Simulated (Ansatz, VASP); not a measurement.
# Co in VASP and in Ansatz

```
CELL_PARAMETERS angstrom
2.51902 0.00000 0.00000
-1.25951 2.18153 0.00000
0.00000 0.00000 8.24687
ATOMIC_POSITIONS crystal
Co 0.66667 0.33333 0.75000
Co 0.00000 0.00000 0.50000
Co 0.33333 0.66667 0.25000
Co 0.00000 0.00000 0.00000
```

Alike in both runs: task single point; functional PBE; k mesh 12 × 12 × 4; occupations fermi-dirac, width 0.05 eV; collinear spin.

|  | VASP | Ansatz |
| --- | --- | --- |
| version | VASP 6.6.1 | Ansatz 0.2.0 |
| potentials or method | VASP PAW PBE potentials, release 64 (Co) | Ansatz PAW |
| plane-wave cutoff (eV) | 520 | 420 |
| valence electrons in the cell | 36 | 68 |

|  | VASP | Ansatz | Ansatz less VASP |
| --- | --- | --- | --- |
| gap on the k mesh at the Fermi level (eV) | none | none | - |
| pressure (GPa) | -7.7 | -7.1 | +0.52 |
| traceless stress, the component that is largest in VASP (GPa) | -2.04 | -2.03 | +0.009 |
| net moment per atom (μB) | 1.69 | 1.70 | +0.009 |
| size of the moment on the site where the two differ most (μB) | 1.72 | 1.78 | +0.059 |

Site moments also hang on the region over which each program counts them. A gap of «none» marks a metal or a gap that the smearing closes. VASP's potentials hold 36 valence electrons a cell and Ansatz's 68, so a difference there can come from the potentials and not from the codes.
